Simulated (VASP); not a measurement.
# Hg (I4/mmm) in VASP: further runs

Hg is run at these levels: PBEsol; tasks: single point.

Everything below comes from runs of VASP 6.6.1. Logs are shortened: lines on timing, memory, paths and dates and some standing lists are left out, and cuts for length are marked.

### Step 1. The cell of the first run

It takes space group I4/mmm (No. 139, tetragonal). Conventional cell: a = 3.183 Å, b = 3.183 Å, c = 5.402 Å, α = 90.00°, β = 90.00°, γ = 90.00°. Hg (site symmetry 4/mmm) has 12 Hg at 3.18 to 3.52 Å within 4.2 Å.

### Step 2. Single point, PBEsol

Input file INCAR:

```
  PREC = Accurate
  ENCUT = 520
  EDIFF = 1E-6
  ISMEAR = 0
  SIGMA = 0.15
  LREAL = False
  LASPH = True
  NELM = 60
  ALGO = Fast
  ISIF = 2
  LWAVE = False
  LCHARG = False
  GGA = PS
  NBANDS = 12
```

Input file KPOINTS:

```
regular mesh
0
Gamma
  20 20 20
```

Input file POSCAR:

```
Hg
1.0
    0.0000000000      2.2508747866      2.7010497439
    2.2508747866      0.0000000000      2.7010497439
    2.2508747866      2.2508747866      0.0000000000
Hg
1
Direct
    0.0000000000      0.0000000000      0.0000000000
```

Potentials or basis: VASP PAW PBE potentials, release 64 (Hg).

On the command line:

```
$ cat potpaw_PBE.64/Hg/POTCAR > POTCAR
$ mpirun -np 1 vasp_std > vasp.out
```

OUTCAR:

```text
PREC = Accurate
   ENCUT = 520
   EDIFF = 1E-6
   ISMEAR = 0
   LREAL = False
   LASPH = True
   NELM = 60
   ISIF = 2
   GGA = PS

 ion  position               nearest neighbor table
   1  0.000  0.000  0.000-

  LATTYP: Found a body centered tetragonal cell.
 ALAT       =     3.1832176504
 C/A-ratio  =     1.6970562748

  Lattice vectors:

 A1 = (  -2.2508747866,   0.0000000000,   2.7010497439)
 A2 = (   2.2508747866,   0.0000000000,   2.7010497439)
 A3 = (   0.0000000000,   2.2508747866,  -2.7010497439)

Analysis of symmetry for initial positions (statically):
=====================================================================
 Subroutine PRICEL returns:
 Original cell was already a primitive cell.

 Routine SETGRP: Setting up the symmetry group for a
 body centered tetragonal supercell.

 Subroutine GETGRP returns: Found 16 space group operations
 (whereof 16 operations were pure point group operations)
 out of a pool of 16 trial point group operations.

The static configuration has the point symmetry D_4h.

Analysis of symmetry for dynamics (positions and initial velocities):
=====================================================================
 Subroutine PRICEL returns:
 Original cell was already a primitive cell.

 Routine SETGRP: Setting up the symmetry group for a
 body centered tetragonal supercell.

 Subroutine GETGRP returns: Found 16 space group operations
 (whereof 16 operations were pure point group operations)
 out of a pool of 16 trial point group operations.

The dynamic configuration has the point symmetry D_4h.

 Subroutine INISYM returns: Found 16 space group operations
 (whereof 16 operations are pure point group operations),
 and found     1 'primitive' translations

----------------------------------------------------------------------------------------

                                     Primitive cell

  volume of cell :      27.3694

  direct lattice vectors                    reciprocal lattice vectors
     0.000000000  2.250874787  2.701049744    -0.222135857  0.222135857  0.185113214
     2.250874787  0.000000000  2.701049744     0.222135857 -0.222135857  0.185113214
     2.250874787  2.250874787  0.000000000     0.222135857  0.222135857 -0.185113214

  length of vectors
     3.515978814  3.515978814  3.183217650     0.364630745  0.364630745  0.364630745

  position of ions in fractional coordinates (direct lattice)
     0.000000000  0.000000000  0.000000000

  ion indices of the primitive-cell ions
   primitive index   ion index
                 1           1

----------------------------------------------------------------------------------------

 KPOINTS: regular mesh

Automatic generation of k-mesh.
 Grid dimensions read from file:
 generate k-points for:   20   20   20

 Generating k-lattice:

  Cartesian coordinates                     Fractional coordinates (reciprocal lattice)
    -0.011106793  0.011106793  0.009255661     0.050000000  0.000000000  0.000000000
     0.011106793 -0.011106793  0.009255661     0.000000000  0.050000000  0.000000000
     0.011106793  0.011106793 -0.009255661     0.000000000  0.000000000  0.050000000

  Length of vectors
     0.018231537  0.018231537  0.018231537

  Shift w.r.t. Gamma in fractional coordinates (k-lattice)
     0.000000000  0.000000000  0.000000000

 Subroutine IBZKPT returns following result:
 ===========================================

 Found    641 irreducible k-points:

 Following reciprocal coordinates:
            Coordinates               Weight
  0.000000  0.000000  0.000000      1.000000
  0.050000 -0.000000  0.000000      8.000000
  0.100000 -0.000000  0.000000      8.000000
  0.150000 -0.000000  0.000000      8.000000
  0.200000 -0.000000  0.000000      8.000000
  0.250000  0.000000  0.000000      8.000000
[... 16 lines left out ...]
 -0.400000  0.050000  0.000000      8.000000
 -0.350000  0.050000  0.000000      8.000000
 [... further k-points ...]
   k-points           NKPTS =    641   k-points in BZ     NKDIM =    641   number of bands    NBANDS=     12
   number of dos      NEDOS =    301   number of ions     NIONS =      1
   total plane-waves  NPLWV =  18816
   dimension x,y,z NGX =    28 NGY =   28 NGZ =   24
   dimension x,y,z NGXF=    56 NGYF=   56 NGZF=   48
   ions per type =               1
   NGX,Y,Z   is equivalent  to a cutoff of  13.24, 13.24, 12.53 a.u.
   NGXF,Y,Z  is equivalent  to a cutoff of  26.48, 26.48, 25.07 a.u.
 SYSTEM =  unknown system
   PREC   = accura    normal or accurate (medium, high low for compatibility)
   ISTART =      0    job   : 0-new  1-cont  2-samecut
   ICHARG =      2    charge: 1-file 2-atom 10-const
   ISPIN  =      1    spin polarized calculation?
   LNONCOLLINEAR =      F non collinear calculations
   LSORBIT =      F    spin-orbit coupling
   LASPH  =      T    aspherical Exc in radial PAW
   ENCUT  =  520.0 eV  38.22 Ry    6.18 a.u.   6.54  6.54  5.92*2*pi/ulx,y,z
   NELM   =     60;   NELMIN=  2; NELMDL= -5     # of ELM steps
   EDIFF  = 0.1E-05   stopping-criterion for ELM
   LREAL  =      F    real-space projection
   EDIFFG = 0.1E-04   stopping-criterion for IOM
   NSW    =      0    number of steps for IOM
   IBRION =     -1    ionic relax: 0-MD 1-quasi-New 2-CG
   NFREE  =      0    steps in history (QN), initial steepest desc. (CG)
   ISIF   =      2    stress and relaxation
   ISYM   =      2    0-nonsym 1-usesym 2-fastsym
   POTIM  = 0.5000    time-step for ionic-motion
   TEBEG  =    0.0;   TEEND  =   0.0 temperature during run
   PSTRESS=    0.0 pullay stress
   NELECT =      12.0000    total number of electrons
   NUPDOWN=      -1.0000    fix difference up-down
   EMIN   =  10.00;   EMAX   =-10.00  energy-range for DOS
   EFERMI =   0.00;   METHOD = LEGACY
   ISMEAR =     0;   SIGMA  =   0.15  broadening in eV -4-tet -1-fermi 0-gaus
   EFERMI_NEDOS =   21; number of points for ismear=-14 and -15
   IALGO  =     68    algorithm
   IMIX   =      4    mixing-type and parameters
     AMIX     =   0.40;   BMIX     =  1.00
     AMIX_MAG =   1.60;   BMIX_MAG =  1.00
  volume/ion in A,a.u.               =      27.37       184.70
  Fermi-wavevector in a.u.,A,eV,Ry     =   1.243694  2.350241 21.045144  1.546774
  Thomas-Fermi vector in A             =   2.377993
   LORBIT       =      0    0 simple, 1 ext, 2 COOP (PROOUT), +10 PAW based schemes
   GGA     = PS    functional components
   LHFCALC =     F    Hartree Fock is set to
   AEXX    =    0.0000 exact exchange contribution
   IVDW    =     0    specifies the selected vdW correction
   LEPSILON=     F    determine dielectric tensor
   LRPA    =     F    only Hartree local field effects (RPA)
 non-spin polarized calculation
 RMM-DIIS sequential band-by-band and
 Gauss-broadening in eV      SIGMA  =   0.15
  energy-cutoff  :      520.00
  volume of cell :       27.37
 maximum number of plane-waves:       758
 NGX is ok and might be reduce to    28

 number of electron      12.0000001 magnetization

 Free energy of the ion-electron system (eV)
  ---------------------------------------------------
  ext. energy  EPLUGINS =         0.00000000
  ---------------------------------------------------
  free energy    TOTEN  =        -0.52172654 eV

  energy without entropy =       -0.51925679  energy(sigma->0) =       -0.52049166

 E-fermi :   1.4202     XC(G=0): -10.2490

 val. band max:        1.4173163209   @ k =   0.4500   0.0000   0.0000
 cond. band min:       1.4504528206   @ k =  -0.4500   0.4000   0.0000
 fundamental gap:      0.0331364997
 Fermi energy:         1.4201694243

 k-point     1 :       0.0000    0.0000    0.0000
  band No.  band energies     occupation
      1      -6.5113      2.00000
      2      -5.5283      2.00000
      3      -4.9629      2.00000
      4      -4.8412      2.00000
      5      -4.8412      2.00000
      6      -4.3392      2.00000
      7      14.9388      0.00000
      8      14.9388      0.00000
      9      14.9939      0.00000
     10      15.2030      0.00000
     11      15.9506      0.00000
     12      18.9760      0.00000

 k-point     2 :       0.0500   -0.0000    0.0000
  band No.  band energies     occupation
      1      -6.4539      2.00000
      2      -5.5145      2.00000
      3      -4.9592      2.00000
      4      -4.8483      2.00000
      5      -4.8322      2.00000
      6      -4.3485      2.00000
      7      14.2407      0.00000
      8      14.8596      0.00000
      9      14.9347      0.00000
     10      15.0760      0.00000
     11      15.8740      0.00000
     12      19.2603      0.00000

 k-point     3 :       0.1000   -0.0000    0.0000
  band No.  band energies     occupation
      1      -6.2887      2.00000
      2      -5.4712      2.00000
      3      -4.9604      2.00000
      4      -4.8516      2.00000
      5      -4.8072      2.00000
      6      -4.3746      2.00000
      7      12.6915      0.00000
      8      14.2959      0.00000
      9      14.9225      0.00000
     10      15.1182      0.00000
     11      15.7579      0.00000
     12      19.5569      0.00000
[... 286 lines left out ...]
 k-point    23 :      -0.4000    0.0500    0.0000
  band No.  band energies     occupation
      1      -5.7417      2.00000
      2      -5.3392      2.00000
      3      -4.8237      2.00000
      4      -4.3559      2.00000
      5      -4.2313      2.00000
      6      -1.6225      2.00000
      7       2.1233      0.00000
      8       9.8424      0.00000
      9      14.9806      0.00000
     10      15.2736      0.00000
     11      15.5427      0.00000
     12      19.4093      0.00000

 k-point    24 :      -0.3500    0.0500    0.0000
  band No.  band energies     occupation
      1      -5.7115      2.00000
      2      -5.3133      2.00000
      3      -4.7962      2.00000
      4      -4.4037      2.00000
      5      -4.3306      2.00000
      6      -2.5949      2.00000
      7       3.5470      0.00000
      8      10.1366      0.00000
      9      15.2361      0.00000
     10      15.4182      0.00000
     11      15.6936      0.00000
     12      19.1648      0.00000

 [... further k-points ...]

------------------------ aborting loop because EDIFF is reached ----------------------------------------

  FORCE on cell =-STRESS in cart. coord.  units (eV):
  Direction    XX          YY          ZZ          XY          YZ          ZX
  --------------------------------------------------------------------------------------
  -------------------------------------------------------------------------------------
  Total       -0.5421926     -0.5421926     -0.4323410      0.0000000      0.0000000      0.0000000
  in kB      -31.7394138    -31.7394138    -25.3088098      0.0000000      0.0000000      0.0000000
  external PRESSURE =     -29.5958791 kB  Pullay stress =       0.0000000 kB

 VOLUME and BASIS-vectors are now :
 -----------------------------------------------------------------------------
  energy-cutoff  :      520.00
  volume of cell :       27.37
      direct lattice vectors                 reciprocal lattice vectors
     0.000000000  2.250874787  2.701049744    -0.222135857  0.222135857  0.185113214
     2.250874787  0.000000000  2.701049744     0.222135857 -0.222135857  0.185113214
     2.250874787  2.250874787  0.000000000     0.222135857  0.222135857 -0.185113214

 POSITION                                       TOTAL-FORCE (eV/Angst)
 -----------------------------------------------------------------------------------
      0.00000      0.00000      0.00000         0.000000      0.000000      0.000000
 -----------------------------------------------------------------------------------
    total drift:                               -0.000000      0.000000     -0.000000

  FREE ENERGIE OF THE ION-ELECTRON SYSTEM (eV)
  ---------------------------------------------------
  free  energy   TOTEN  =        -0.5217265408 eV

  energy  without entropy=       -0.5192567877  energy(sigma->0) =       -0.52049166
```

Wall time 2.5 min (1 thread of Oxide Virtual Turin-like, shared host); peak memory 0.28 GiB.

Results:

- Free energy: -0.5217 eV
- Pressure: -3.0 GPa
- Band gap on the k mesh: zero (bands 6 and 7 overlap by 1.90 eV)

Levels at points of the mesh, in eV from the Fermi level:
| k point | band 3 | band 4 | band 5 | band 6 | band 7 | band 8 | band 9 | band 10 |
| --- | --- | --- | --- | --- | --- | --- | --- | --- |
| (0.00, 0.00, 0.00) | -6.38 | -6.26 | -6.26 | -5.76 | 13.52 | 13.52 | 13.57 | 13.78 |
| (0.50, 0.00, 0.00) | -6.27 | -5.73 | -5.56 | -1.74 | -0.96 | 8.74 | 13.30 | 13.43 |
| (0.50, 0.50, 0.00) | -5.60 | -5.59 | -5.59 | -1.81 | -0.84 | 8.36 | 8.36 | 12.16 |
| (0.50, 0.00, 0.50) | -5.80 | -5.72 | -5.25 | 0.93 | 0.95 | 5.54 | 6.42 | 9.88 |

Caveat: the PAW data sets were made with another functional, which shifts forces and pressure a little; spin-orbit coupling is left out, which moves the levels of the heavy elements.

### Step 3. Single point, PBEsol

This run uses another cell than the first one, of the same volume but with other edges.

Input file INCAR:

```
ALGO = Fast ; EDIFF = 1E-6
ENCUT = 520 ; GGA = PS
ISIF = 2 ; ISMEAR = 0
LASPH = True ; LCHARG = False
LREAL = False ; LWAVE = False
NBANDS = 12 ; NELM = 60
PREC = Accurate ; SIGMA = 0.15
```

Input file KPOINTS:

```
k-points
0
Gamma
  20 20 20
```

Input file POSCAR:

```
Hg
1.0
    0.0000000000      2.5984451322      2.0267872031
    2.5984451322      0.0000000000      2.0267872031
    2.5984451322      2.5984451322      0.0000000000
Hg
1
Direct
    0.0000000000      0.0000000000      0.0000000000
```

Potentials or basis: VASP PAW PBE potentials, release 64 (Hg).

On the command line:

```
$ cat potpaw_PBE.64/Hg/POTCAR > POTCAR
$ mpirun -np 1 vasp_std > vasp.out
```

Wall time 4.5 min (1 thread of Oxide Virtual Turin-like, shared host); peak memory 0.29 GiB.

It converged, with:

- Free energy: -0.5243 eV
- Pressure: -2.7 GPa
- Band gap on the k mesh: zero (bands 6 and 7 overlap by 2.89 eV)

Stress tensor (GPa, compression positive):
```
-2.64  0.00  0.00
 0.00 -2.64  0.00
 0.00  0.00 -2.76
```

Levels at points of the mesh, in eV from the Fermi level:
| k point | band 2 | band 3 | band 4 | band 5 | band 6 | band 7 | band 8 | band 9 | band 10 | band 11 |
| --- | --- | --- | --- | --- | --- | --- | --- | --- | --- | --- |
| (0.00, 0.00, 0.00) | -6.57 | -6.57 | -6.38 | -5.98 | -5.78 | 13.87 | 14.00 | 14.08 | 14.08 | 16.01 |
| (0.50, 0.00, 0.00) | -6.77 | -6.05 | -5.78 | -5.40 | -1.63 | -0.86 | 9.32 | 10.30 | 14.04 | 14.84 |
| (0.50, 0.50, 0.00) | -7.04 | -5.53 | -5.46 | -5.46 | 2.04 | 2.59 | 4.55 | 4.55 | 9.09 | 10.08 |
| (0.50, 0.00, 0.50) | -6.99 | -5.75 | -5.74 | -5.34 | -1.08 | -0.51 | 7.87 | 8.67 | 12.20 | 13.50 |

Caveat: the PAW data sets were made with another functional, which shifts forces and pressure a little; spin-orbit coupling is left out, which moves the levels of the heavy elements.

The gap in the log of VASP goes by the Fermi energy; the results here count the filled bands.